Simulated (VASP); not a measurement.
# LiMg12 in VASP: further runs

Runs on LiMg12. Level: PBE+D3(BJ). Tasks: single point.

All numbers are computed with VASP 6.6.1; they aren't measurements. Logs are shortened: lines on timing, memory, paths and dates and some standing lists are left out, and cuts for length are marked.

### 1 The cell of the first run

The cell holds a slab with vacuum, 13 atoms: a = 6.420 Å, b = 6.420 Å, c = 17.213 Å, α = 90.00°, β = 90.00°, γ = 60.00°.

### 2 Single point, PBE+D3(BJ)

INCAR reads:

```
ALGO = Normal
EDIFF = 1E-6
ENCUT = 520
GGA = PE
ISIF = 2
ISMEAR = 0
IVDW = 12
LASPH = True
LCHARG = False
LREAL = False
LWAVE = False
NBANDS = 26
NELM = 80
PREC = Accurate
SIGMA = 0.1
```

KPOINTS reads:

```
k-points
0
Gamma
  5 5 1
```

POSCAR reads:

```
LiMg12
1.0
    6.4200000000      0.0000000000      0.0000000000
    3.2100000000      5.5598830000      0.0000000000
    0.0000000000      0.0000000000     17.2130400000
Mg Li
12 1
Direct
    0.0000000000      0.0000000000      0.0580954904
    0.5000000000      0.0000000000      0.0580954904
   -0.0000000450      0.5000000899      0.0580954904
    0.4999999550      0.5000000899      0.0580954904
   -0.1663757990      0.3332584517      0.2096997974
    0.3326418886      0.3335106152      0.2080888675
   -0.1664229650      0.8328446840      0.2098156398
    0.3290629092      0.8354819697      0.2078426588
   -0.0074866998      0.0035288512      0.3623176964
    0.4949804865     -0.0024257705      0.3548818802
    0.0020888567      0.4986322554      0.3678747624
    0.4948366177      0.5072912506      0.3545534083
    0.5927068458      0.2050408255      0.4894055902
```

Potentials or basis: VASP PAW PBE potentials, release 64 (Mg, Li_sv).

The run is started by

```sh
$ cat potpaw_PBE.64/Mg/POTCAR potpaw_PBE.64/Li_sv/POTCAR > POTCAR
$ mpirun -np 1 vasp_std > vasp.out
```

OUTCAR:

```text
EDIFF = 1E-6
   ENCUT = 520
   GGA = PE
   ISIF = 2
   ISMEAR = 0
   IVDW = 12
   LASPH = True
   LREAL = False
   NELM = 80
   PREC = Accurate
 IVDW          = 12

 ion  position               nearest neighbor table
   1  0.000  0.000  0.058-   8 3.16   5 3.20   7 3.20   4 3.21   3 3.21   2 3.21   2 3.21   3 3.21
                             4 3.21
   2  0.500  0.000  0.058-   6 3.18   8 3.18   7 3.20   3 3.21   4 3.21   1 3.21   1 3.21   4 3.21
                             3 3.21
   3  1.000  0.500  0.058-   6 3.18   5 3.20   7 3.20   2 3.21   1 3.21   4 3.21   4 3.21   1 3.21
                             2 3.21
   4  0.500  0.500  0.058-   6 3.18   8 3.18   5 3.20   1 3.21   2 3.21   3 3.21   3 3.21   2 3.21
                             1 3.21
   5  0.834  0.333  0.210-  12 3.13   8 3.19   3 3.20   1 3.20   4 3.20   9 3.20   6 3.20   7 3.21
                             7 3.21   6 3.22   8 3.23  11 3.30
   6  0.333  0.334  0.208-  12 3.14  10 3.14   3 3.18   2 3.18   4 3.18   5 3.20   7 3.20   8 3.21
                             8 3.21   7 3.22   5 3.22  11 3.31
   7  0.834  0.833  0.210-  10 3.13   8 3.19   3 3.20   9 3.20   2 3.20   1 3.20   6 3.20   5 3.21
                             5 3.21   6 3.22   8 3.23  11 3.29
   8  0.329  0.835  0.208-  12 3.12  10 3.12   1 3.16   2 3.18   4 3.18   5 3.19   7 3.19   6 3.21
                             6 3.21   7 3.23   5 3.23   9 3.25
   9  0.993  0.004  0.362-  13 3.12   7 3.20   5 3.20  12 3.21  10 3.21  11 3.21  11 3.21  10 3.22
                            12 3.22   8 3.25
  10  0.495  0.998  0.355-  13 2.89   8 3.12   7 3.13   6 3.14  12 3.15  11 3.20   9 3.21   9 3.22
                            11 3.24  12 3.27
  11  0.002  0.499  0.368-  10 3.20  12 3.20   9 3.21   9 3.21  12 3.24  10 3.24   7 3.29   5 3.30
                             6 3.31
  12  0.495  0.507  0.355-  13 2.89   8 3.12   5 3.13   6 3.14  10 3.15  11 3.20   9 3.21   9 3.22
                            11 3.24  10 3.27
  13  0.593  0.205  0.489-  12 2.89  10 2.89   9 3.12

  LATTYP: Found a hexagonal cell.
 ALAT       =     6.4199999201
 C/A-ratio  =     2.6811589119

  Lattice vectors:

 A1 = (  -3.2100000000,  -5.5598830000,   0.0000000000)
 A2 = (   6.4200000000,   0.0000000000,   0.0000000000)
 A3 = (   0.0000000000,   0.0000000000,  17.2130400000)

Analysis of symmetry for initial positions (statically):
=====================================================================
 Subroutine PRICEL returns:
 Original cell was already a primitive cell.

 Routine SETGRP: Setting up the symmetry group for a
 hexagonal supercell.

 Subroutine GETGRP returns: Found  1 space group operations
 (whereof  1 operations were pure point group operations)
 out of a pool of 24 trial point group operations.

The static configuration has the point symmetry C_1 .

[... 139 lines left out ...]
   IALGO  =     38    algorithm
   IMIX   =      4    mixing-type and parameters
     AMIX     =   0.40;   BMIX     =  1.00
     AMIX_MAG =   1.60;   BMIX_MAG =  1.00
  volume/ion in A,a.u.               =      47.26       318.94
  Fermi-wavevector in a.u.,A,eV,Ry     =   0.577710  1.091714  4.540931  0.333749
  Thomas-Fermi vector in A             =   1.620723
   LORBIT       =      0    0 simple, 1 ext, 2 COOP (PROOUT), +10 PAW based schemes
   GGA     = PE    functional components
   LHFCALC =     F    Hartree Fock is set to
   AEXX    =    0.0000 exact exchange contribution
   IVDW    =    12    specifies the selected vdW correction
   LEPSILON=     F    determine dielectric tensor
   LRPA    =     F    only Hartree local field effects (RPA)
 non-spin polarized calculation
 Gauss-broadening in eV      SIGMA  =   0.10
  energy-cutoff  :      520.00
  volume of cell :      614.41
 maximum number of plane-waves:     16562
   NGX = 23   NGY = 23   NGZ = 65

 number of electron      26.9999999 magnetization

 Free energy of the ion-electron system (eV)
  ---------------------------------------------------
  ext. energy  EPLUGINS =         0.00000000
  ---------------------------------------------------
  free energy    TOTEN  =       -17.29760891 eV

  energy without entropy =      -17.25626143  energy(sigma->0) =      -17.27693517

 E-fermi :  -0.2432     XC(G=0):  -5.0601

 val. band max:       -0.2651571620   @ k =  -0.4000   0.2000   0.0000
 cond. band min:      -0.2258140380   @ k =   0.4000  -0.0000   0.0000
 fundamental gap:      0.0393431240
 Fermi energy:        -0.2432079476

 k-point     1 :       0.0000    0.0000    0.0000
  band No.  band energies     occupation
      1     -48.5454      2.00000
      2      -6.7801      2.00000
      3      -5.5066      2.00000
      4      -3.5755      2.00000
      5      -2.1291      2.00000
      6      -2.1022      2.00000
[... 353 lines left out ...]
     24       2.8225      0.00000
     25       2.8462      0.00000
 [bands above 25 left out]

------------------------ aborting loop because EDIFF is reached ----------------------------------------

 Edisp (eV)   -2.57779

 E8    (eV) :    -1.1696

  FORCE on cell =-STRESS in cart. coord.  units (eV):
  Direction    XX          YY          ZZ          XY          YZ          ZX
  --------------------------------------------------------------------------------------
  -------------------------------------------------------------------------------------
  Total      -7.67128    -7.35845    -0.24173     0.25910    -0.05523     0.09921
  in kB     -20.00415   -19.18841    -0.63036     0.67565    -0.14401     0.25872
  external pressure =      -13.27 kB  Pullay stress =        0.00 kB

 VOLUME and BASIS-vectors are now :
 -----------------------------------------------------------------------------
  energy-cutoff  :      520.00
  volume of cell :      614.41
      direct lattice vectors                 reciprocal lattice vectors
     6.420000000  0.000000000  0.000000000     0.155763240 -0.089929950  0.000000000
     3.210000000  5.559883000  0.000000000     0.000000000  0.179859900  0.000000000
     0.000000000  0.000000000 17.213040000     0.000000000  0.000000000  0.058095490

 POSITION                                       TOTAL-FORCE (eV/Angst)
 -----------------------------------------------------------------------------------
      0.00000      0.00000      1.00000        -0.051403      0.028551      0.009506
      3.21000      0.00000      1.00000         0.040773      0.020103      0.005746
      8.02500      2.77994      1.00000        -0.002523      0.001622      0.005967
      4.81500      2.77994      1.00000         0.002017     -0.045318      0.005401
      6.42163      1.85288      3.60957        -0.000337      0.001533      0.000895
      3.20613      1.85428      3.58184        -0.000905      0.000673     -0.003392
      8.02500      4.63052      3.61157        -0.001017     -0.000340     -0.000682
      4.79448      4.64518      3.57760        -0.000418     -0.000228     -0.002026
      6.38326      0.01962      6.23659         0.000676      0.000107     -0.009656
      6.37999      5.54640      6.10860        -0.001487      0.000301     -0.006655
      1.61402      2.77234      6.33224        -0.001376      0.001523     -0.002606
      4.80526      2.82048      6.10294        -0.000109      0.001980     -0.005649
      4.46336      1.14000      8.42416         0.016110     -0.010506      0.003151
 -----------------------------------------------------------------------------------
    total drift:                                0.000432      0.000315      0.000882

  FREE ENERGIE OF THE ION-ELECTRON SYSTEM (eV)
  ---------------------------------------------------
  free  energy   TOTEN  =       -19.8753970922 eV

  energy  without entropy=      -19.8340496098  energy(sigma->0) =      -19.85472335
```

OSZICAR:

```text
N       E                     dE             d eps       ncg     rms          rms(c)
DAV:   1     0.542198195464E+02    0.54220E+02   -0.72561E+03   676   0.689E+02
DAV:   2    -0.111127374667E+02   -0.65333E+02   -0.61129E+02   836   0.106E+02
DAV:   3    -0.168252930270E+02   -0.57126E+01   -0.55821E+01  1086   0.239E+01
DAV:   4    -0.178147103559E+02   -0.98942E+00   -0.96944E+00  1278   0.988E+00
[... 10 lines left out ...]
DAV:  15    -0.172975784561E+02   -0.10459E-03   -0.44293E-05   740   0.258E-02    0.320E-03
DAV:  16    -0.172976014379E+02   -0.22982E-04   -0.81418E-06   838   0.902E-03    0.153E-03
DAV:  17    -0.172976060924E+02   -0.46545E-05   -0.10192E-06   728   0.344E-03    0.751E-04
DAV:  18    -0.172976085615E+02   -0.24692E-05   -0.82118E-07   730   0.232E-03    0.383E-04
DAV:  19    -0.172976089091E+02   -0.34756E-06   -0.14055E-07   544   0.110E-03
   1 F= -.19875397E+02 E0= -.19854723E+02  d E =-.413475E-01
```

stdout:

```text
POSCAR found type information on POSCAR MgLi
 POSCAR found :  2 types and      13 ions
 scaLAPACK will be used
 LDA part: xc-table for (Slater+PW92), standard interpolation
 POSCAR, INCAR and KPOINTS ok, starting setup
 FFT: planning ... GRIDC
 FFT: planning ... GRID_SOFT
 FFT: planning ... GRID
 WAVECAR not read
 entering main loop
```

It took 3.1 min on 1 thread of Oxide Virtual Turin-like, shared host; peak memory 0.63 GiB.

Results:

* Free energy: -19.8754 eV
* Largest force: 0.060 eV/Å
* Band gap on the k mesh: zero (an odd number of electrons rules out a gap without spin polarisation)
* Dispersion energy per atom: -0.198 eV

Forces on the atoms (eV/Å):
```
Mg  -0.051  0.029  0.010
Mg   0.041  0.020  0.006
Mg  -0.003  0.002  0.006
Mg   0.002 -0.045  0.005
Mg   0.000  0.002  0.001
Mg  -0.001  0.001 -0.003
Mg  -0.001  0.000 -0.001
Mg   0.000  0.000 -0.002
Mg   0.001  0.000 -0.010
Mg  -0.001  0.000 -0.007
Mg  -0.001  0.002 -0.003
Mg   0.000  0.002 -0.006
Li   0.016 -0.011  0.003
```

Levels at points of the mesh, in eV from the Fermi level:
| k point | band 12 | band 13 | band 14 | band 15 | band 16 | band 17 |
| --- | --- | --- | --- | --- | --- | --- |
| (0.00, 0.00, 0.00) | -0.84 | -0.83 | -0.79 | -0.28 | -0.25 | -0.24 |

Caveat: the cutoff is under 1.25 times the usual one of these potentials, so pressure, stress and relaxed cells hold a basis-set (Pulay) error; there is no dipole correction, which matters where the two faces differ.

### 3 Single point, PBE+D3(BJ)

INCAR reads:

```
SYSTEM = LiMg12
PREC = Accurate ; ENCUT = 520
EDIFF = 1E-6 ; ISMEAR = 0
SIGMA = 0.1 ; LREAL = .False.
LASPH = .True. ; NELM = 80
ALGO = Normal ; ISIF = 2
LWAVE = .False. ; LCHARG = .False.
GGA = PE ; IVDW = 12
NBANDS = 26
```

KPOINTS reads:

```
Automatic mesh
0
Gamma
  5 5 1
  0 0 0
```

POSCAR reads:

```
LiMg12
1.0
    6.4200000000      0.0000000000      0.0000000000
    3.2100000000      5.5598830000      0.0000000000
    0.0000000000      0.0000000000     17.2130400000
Mg Li
12 1
Direct
    0.0000000000      0.0000000000      0.0580954904
    0.5000000000      0.0000000000      0.0580954904
   -0.0000000450      0.5000000899      0.0580954904
    0.4999999550      0.5000000899      0.0580954904
   -0.1660741178      0.3338635004      0.2083059704
    0.3331538964      0.3338289673      0.2095460186
   -0.1662059727      0.8330979267      0.2097552205
    0.3348462991      0.8354102056      0.2078277283
    0.0058043187     -0.0012933725      0.3556664598
    0.5022546879      0.0025180386      0.3605908079
   -0.0002455393      0.4994642873      0.3684067428
    0.4981366765      0.5067113822      0.3549814559
    0.6877600374      0.1939528224      0.4891921473
```

Potentials or basis: VASP PAW PBE potentials, release 64 (Mg, Li_sv).

The run is started by

```sh
$ cat potpaw_PBE.64/Mg/POTCAR potpaw_PBE.64/Li_sv/POTCAR > POTCAR
$ mpirun -np 1 vasp_std > vasp.out
```

Wall time 3.5 min (1 thread of Oxide Virtual Turin-like, shared host); peak memory 0.62 GiB.

Results (log left out):

* Free energy: -19.8780 eV
* Largest force: 0.060 eV/Å
* Band gap on the k mesh: zero (an odd number of electrons rules out a gap without spin polarisation)
* Dispersion energy per atom: -0.198 eV

Forces on the atoms (eV/Å):
```
Mg  -0.043  0.021  0.006
Mg   0.052  0.029  0.010
Mg   0.004  0.003  0.005
Mg  -0.002 -0.046  0.005
Mg   0.001  0.000  0.002
Mg  -0.002 -0.001 -0.002
Mg   0.000  0.000 -0.003
Mg  -0.001  0.000  0.002
Mg   0.003 -0.001 -0.009
Mg  -0.003 -0.002 -0.011
Mg   0.002  0.003 -0.009
Mg   0.001  0.002 -0.003
Li  -0.012 -0.008  0.008
```

Levels at points of the mesh, in eV from the Fermi level:
| k point | band 10 | band 11 | band 12 | band 13 | band 14 | band 15 | band 16 | band 17 | band 18 | band 19 |
| --- | --- | --- | --- | --- | --- | --- | --- | --- | --- | --- |
| (0.00, 0.00, 0.00) | -1.72 | -1.27 | -0.84 | -0.82 | -0.79 | -0.28 | -0.25 | -0.24 | 0.70 | 1.17 |

Caveat: the cutoff is under 1.25 times the usual one of these potentials, so pressure, stress and relaxed cells hold a basis-set (Pulay) error; there is no dipole correction, which matters where the two faces differ.

The gap in the log of VASP goes by the Fermi energy; the results here count the filled bands.